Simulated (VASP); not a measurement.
Write the native input for VASP 6.6.1 that does the following.

```
Task                   : single point
Functional             : r2SCAN
Potentials or basis    : VASP PAW PBE potentials, release 64 (Ba_sv, F_h)
Cutoff                 : 1490 eV
k mesh                 : 6 × 6 × 6
Occupations            : gaussian, width 0.02 eV
Spin                   : no spin polarisation
Dipole correction      : no
Further INCAR settings : ALGO = Normal; EDIFF = 1e-06; NBANDS = 19
```

BaF2:

```
Ba F
1.0
     0.00000    3.06607    3.06607
     3.06607    0.00000    3.06607
     3.06607    3.06607    0.00000
Ba F
1 2
Direct
  0.00000 0.00000 0.00000
  0.25000 0.25000 0.25000
  0.75000 0.75000 0.75000
```

The input as run:

POSCAR

```
BaF2
1.0
    0.0000000000      3.0660723890      3.0660723890
    3.0660723890      0.0000000000      3.0660723890
    3.0660723890      3.0660723890      0.0000000000
Ba F
1 2
Direct
    0.0000000000      0.0000000000      0.0000000000
    0.2500000000      0.2500000000      0.2500000000
    0.7500000000      0.7500000000      0.7500000000
```

INCAR.step1

```
SYSTEM = BaF2
  PREC = Accurate
  ENCUT = 1490
  ISMEAR = 0
  SIGMA = 0.02
  LREAL = .FALSE.
  LASPH = .TRUE.
  NELM = 120
  NBANDS = 19
  GGA = PE
  ALGO = Normal
  EDIFF = 1E-5
  LWAVE = .TRUE.
  LCHARG = .FALSE.
  GGA_COMPAT = .FALSE.
```

INCAR.step2

```
SYSTEM = BaF2
  PREC = Accurate
  ENCUT = 1490
  EDIFF = 1E-6
  ISMEAR = 0
  SIGMA = 0.02
  LREAL = .FALSE.
  LASPH = .TRUE.
  NELM = 120
  ALGO = Normal
  ISIF = 2
  LWAVE = .FALSE.
  LCHARG = .TRUE.
  METAGGA = R2SCAN
  LMIXTAU = .TRUE.
  LELF = .TRUE.
  LVHAR = .TRUE.
  NBANDS = 19
  ISTART = 1
  GGA_COMPAT = .FALSE.
```

KPOINTS

```
Automatic mesh
0
G
  6 6 6
  0 0 0
```

Potentials or basis: VASP PAW PBE potentials, release 64 (Ba_sv, F_h).

Command:

```console
$ cat potpaw_PBE.64/Ba_sv/POTCAR potpaw_PBE.64/F_h/POTCAR > POTCAR
$ cp INCAR.step1 INCAR
$ mpirun -np 1 vasp_std > vasp.out
$ cp INCAR.step2 INCAR
$ mpirun -np 1 vasp_std > vasp.out
```

It gave:

```json
{"Pressure": "3.3 GPa", "Band gap on the k mesh": "7.50 eV (least direct gap 7.58 eV)"}
```

Caveat: the cell stands under pressure; the PAW data sets were made with another functional, which shifts forces and pressure a little; spin-orbit coupling is left out, which moves the levels of the heavy elements.

Run time: 10 min on 1 thread of AMD EPYC 7R43 64-Core Processor (Zen 3), on a shared host, peak memory 0.48 GiB.
